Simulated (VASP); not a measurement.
# SiO2 (P6_322) in VASP: notebook, part 2 of 2

VASP 6.6.1.

### 3 Single point, r2SCAN (biaxial strain in the a-b plane: -3.0 %)

Contents of POSCAR:

```
SiO2
1.0
    4.8849931708      0.0000000000      0.0000000000
   -2.4424965854      4.2305281833      0.0000000000
    0.0000000000      0.0000000000      8.7192492612
Si O
4 8
Direct
    0.6666666667      0.3333333333      0.9364191362
    0.6666666667      0.3333333333      0.5635808638
    0.3333333333      0.6666666667      0.0635808638
    0.3333333333      0.6666666667      0.4364191362
    0.0000000000      0.4001580419      0.0000000000
    0.4001580419      0.4001580419      0.5000000000
    0.5998419581      0.0000000000      0.5000000000
    0.5998419581      0.5998419581      0.0000000000
    0.0000000000      0.5998419581      0.5000000000
    0.6666666667      0.3333333333      0.7500000000
    0.3333333333      0.6666666667      0.2500000000
    0.4001580419      0.0000000000      0.0000000000
```

Contents of INCAR.step1:

```
ALGO = Normal ; EDIFF = 1E-4
ENCUT = 520 ; GGA = PE
ISMEAR = 0 ; LASPH = True
LCHARG = False ; LREAL = False
LWAVE = True ; NBANDS = 44
NELM = 100 ; PREC = Accurate
SIGMA = 0.02
```

Contents of INCAR.step2:

```
ALGO = Normal ; EDIFF = 1E-6
ENCUT = 520 ; ISIF = 2
ISMEAR = 0 ; ISTART = 1
LASPH = True ; LCHARG = False
LMIXTAU = True ; LREAL = False
LWAVE = False ; METAGGA = R2SCAN
NBANDS = 44 ; NELM = 100
PREC = Accurate ; SIGMA = 0.02
```

Contents of KPOINTS:

```
k-points
0
Gamma
  6 6 4
```

Potentials or basis: VASP PAW PBE potentials, release 64 (Si, O).

Run with:

```sh
cat potpaw_PBE.64/Si/POTCAR potpaw_PBE.64/O/POTCAR > POTCAR
cp INCAR.step1 INCAR
mpirun -np 1 vasp_std > vasp.out
cp INCAR.step2 INCAR
mpirun -np 1 vasp_std > vasp.out
```

OUTCAR:

```text
EDIFF = 1E-6
   ENCUT = 520
   ISIF = 2
   ISMEAR = 0
   ISTART = 1
   LASPH = True
   LREAL = False
   METAGGA = R2SCAN
   NELM = 100
   PREC = Accurate

 ion  position               nearest neighbor table
   1  0.667  0.333  0.936-   5 1.59  12 1.59   8 1.59  10 1.63   3 3.03   3 3.03   3 3.03
   2  0.667  0.333  0.564-   7 1.59   9 1.59   6 1.59  10 1.63   4 3.03   4 3.03   4 3.03
   3  0.333  0.667  0.064-  12 1.59   5 1.59   8 1.59  11 1.63   1 3.03   1 3.03   1 3.03
   4  0.333  0.667  0.436-   9 1.59   7 1.59   6 1.59  11 1.63   2 3.03   2 3.03   2 3.03
[... 1216 lines left out ...]
 -----------------------------------------------------------------------------
  energy-cutoff  :      520.00
  volume of cell :      180.19
      direct lattice vectors                 reciprocal lattice vectors
     4.884993171  0.000000000  0.000000000     0.204708577  0.118188552  0.000000000
    -2.442496585  4.230528183  0.000000000     0.000000000  0.236377104  0.000000000
     0.000000000  0.000000000  8.719249261     0.000000000  0.000000000  0.114688773

 POSITION                                       TOTAL-FORCE (eV/Angst)
 -----------------------------------------------------------------------------------
      2.44250      1.41018      8.16487        -0.000000     -0.000000     -1.280802
      2.44250      1.41018      4.91400        -0.000000     -0.000000      1.280802
     -0.00000      2.82035      0.55438        -0.000000     -0.000000      1.280802
     -0.00000      2.82035      3.80525        -0.000000     -0.000000     -1.280802
     -0.97738      1.69288      0.00000         0.226629     -0.392534      0.000000
      0.97738      1.69288      4.35962        -0.226629     -0.392534      0.000000
      2.93022      0.00000      4.35962         0.453259     -0.000000      0.000000
      1.46511      2.53765      0.00000         0.226629      0.392534      0.000000
     -1.46511      2.53765      4.35962        -0.226629      0.392534      0.000000
      2.44250      1.41018      6.53944        -0.000000     -0.000000      0.000000
     -0.00000      2.82035      2.17981        -0.000000     -0.000000      0.000000
      1.95477      0.00000      0.00000        -0.453259     -0.000000      0.000000
 -----------------------------------------------------------------------------------
    total drift:                               -0.000000      0.000000      0.000000

  FREE ENERGIE OF THE ION-ELECTRON SYSTEM (eV)
  ---------------------------------------------------
  free  energy   TOTEN  =      -118.9025400099 eV

  energy  without entropy=     -118.9025400099  energy(sigma->0) =     -118.90254001
```

OUTCAR.step1:

```text
EDIFF = 1E-4
   ENCUT = 520
   GGA = PE
   ISMEAR = 0
[... 1244 lines left out ...]
     -1.46511      2.53765      4.35962        -0.358461      0.620873     -0.000000
      2.44250      1.41018      6.53944        -0.000000      0.000000     -0.000000
     -0.00000      2.82035      2.17981        -0.000000      0.000000     -0.000000
      1.95477      0.00000      0.00000        -0.716923      0.000000     -0.000000
 -----------------------------------------------------------------------------------
    total drift:                               -0.000000      0.000000      0.000000

  FREE ENERGIE OF THE ION-ELECTRON SYSTEM (eV)
  ---------------------------------------------------
  free  energy   TOTEN  =       -94.5395533599 eV

  energy  without entropy=      -94.5395533599  energy(sigma->0) =      -94.53955336
```

Wall time 3.9 min (1 thread of Intel Xeon 6975P-C (Granite Rapids), shared host); peak memory 0.37 GiB.

What came out:

```
Free energy            : -118.9025 eV
Pressure               : 3.7 GPa
Largest force          : 1.281 eV/Å
Band gap on the k mesh : 6.26 eV (least direct gap 6.33 eV)
```

Forces in eV/Å, atoms in the order of the input:
```
Si   0.000  0.000 -1.281
Si   0.000  0.000  1.281
Si   0.000  0.000  1.281
Si   0.000  0.000 -1.281
O    0.227 -0.393  0.000
O   -0.227 -0.393  0.000
O    0.453  0.000  0.000
O    0.227  0.393  0.000
O   -0.227  0.393  0.000
O    0.000  0.000  0.000
O    0.000  0.000  0.000
O   -0.453  0.000  0.000
```

Caveat: the cell differs from its parent crystal (biaxial strain in the a-b plane: -3.0 %); the cell stands under pressure; the PAW data sets were made with another functional, which shifts forces and pressure a little. A k mesh can miss the band edges.

### 4 Single point, r2SCAN (biaxial strain in the a-b plane: -1.5 %, then relaxed in part)

POSCAR: that of step 3 with these lines changed.

```diff
@@ -2,5 +2,5 @@
 1.0
-    4.8849931708      0.0000000000      0.0000000000
-   -2.4424965854      4.2305281833      0.0000000000
-    0.0000000000      0.0000000000      8.7192492612
+    4.9605343023      0.0000000000      0.0000000000
+   -2.4802671512      4.2959487222      0.0000000000
+    0.0000000000      0.0000000000      8.5928764004
 Si O
```

Contents of INCAR.step1:

```
PREC = Accurate
ENCUT = 520
ISMEAR = 0
SIGMA = 0.02
LREAL = False
LASPH = True
NELM = 100
NBANDS = 44
GGA = PE
ALGO = Normal
EDIFF = 1E-4
LWAVE = True
LCHARG = False
```

Contents of INCAR.step2:

```
PREC = Accurate
ENCUT = 520
EDIFF = 1E-6
ISMEAR = 0
SIGMA = 0.02
LREAL = False
LASPH = True
NELM = 100
ALGO = Normal
ISIF = 2
LWAVE = False
LCHARG = False
METAGGA = R2SCAN
LMIXTAU = True
NBANDS = 44
ISTART = 1
```

Contents of KPOINTS:

```
Automatic mesh
0
Gamma
  6 6 4
```

Run with:

```sh
cat potpaw_PBE.64/Si/POTCAR potpaw_PBE.64/O/POTCAR > POTCAR
cp INCAR.step1 INCAR
mpirun -np 1 vasp_std > vasp.out
cp INCAR.step2 INCAR
mpirun -np 1 vasp_std > vasp.out
```

It took 4.3 min on 1 thread of Intel Xeon 6975P-C (Granite Rapids), shared host; peak memory 0.4 GiB.

It converged, with:

* Free energy: -119.0855 eV
* Pressure: 0.8 GPa
* Largest force: 0.022 eV/Å
* Band gap on the k mesh: 6.21 eV (least direct gap 6.29 eV)

Forces in eV/Å, atoms in the order of the input:
```
Si   0.000  0.000 -0.022
Si   0.000  0.000  0.022
Si   0.000  0.000  0.022
Si   0.000  0.000 -0.022
O    0.000 -0.001  0.000
O    0.000 -0.001  0.000
O    0.001  0.000  0.000
O    0.000  0.001  0.000
O    0.000  0.001  0.000
O    0.000  0.000  0.000
O    0.000  0.000  0.000
O   -0.001  0.000  0.000
```

Stress tensor (GPa, compression positive):
```
1.17 0.00 0.00
0.00 1.17 0.00
0.00 0.00 0.13
```

Levels at points of the mesh, in eV from the valence-band top:
| k point | band 30 | band 31 | band 32 | band 33 | band 34 | band 35 |
| --- | --- | --- | --- | --- | --- | --- |
| (0.00, 0.00, 0.00) | -0.78 | -0.08 | -0.08 | 6.21 | 8.80 | 8.82 |
| (0.50, 0.00, 0.00) | -0.75 | -0.64 | -0.07 | 8.61 | 9.05 | 9.49 |
| (0.00, 0.00, 0.50) | -0.65 | -0.16 | -0.16 | 7.04 | 7.04 | 10.17 |
| (0.50, 0.00, 0.50) | -0.75 | -0.39 | -0.39 | 9.07 | 9.07 | 9.28 |

Caveat: the cell differs from its parent crystal (biaxial strain in the a-b plane: -1.5 %, then relaxed in part); the PAW data sets were made with another functional, which shifts forces and pressure a little. A k mesh can miss the band edges.

### 5 The runs side by side

```csv
cell,gap on the mesh (eV),pressure (GPa),largest force (eV/Å)
"a = 4.885, b = 4.885, c = 8.623 Å, angles 90.0, 90.0, 120.0°, 12 atoms, atomic positions A",6.24,1.6,0.03
"a = 4.885, b = 4.885, c = 8.719 Å, angles 90.0, 90.0, 120.0°, 12 atoms, atomic positions B",6.26,3.7,1.28
"a = 4.961, b = 4.961, c = 8.593 Å, angles 90.0, 90.0, 120.0°, 12 atoms, atomic positions B",6.21,0.8,0.02
```

Alike in all rows: task single point; level r2SCAN; potentials or basis VASP PAW PBE potentials, release 64 (Si, O); no spin polarisation; k mesh 6 × 6 × 4; cutoff (eV) 520; smearing gaussian 0.02 eV.

Caveats: the PAW data sets were made with another functional, which shifts forces and pressure a little; the cell stands under pressure (at least some runs).

Absolute energies hang on the potentials; compare differences alone.
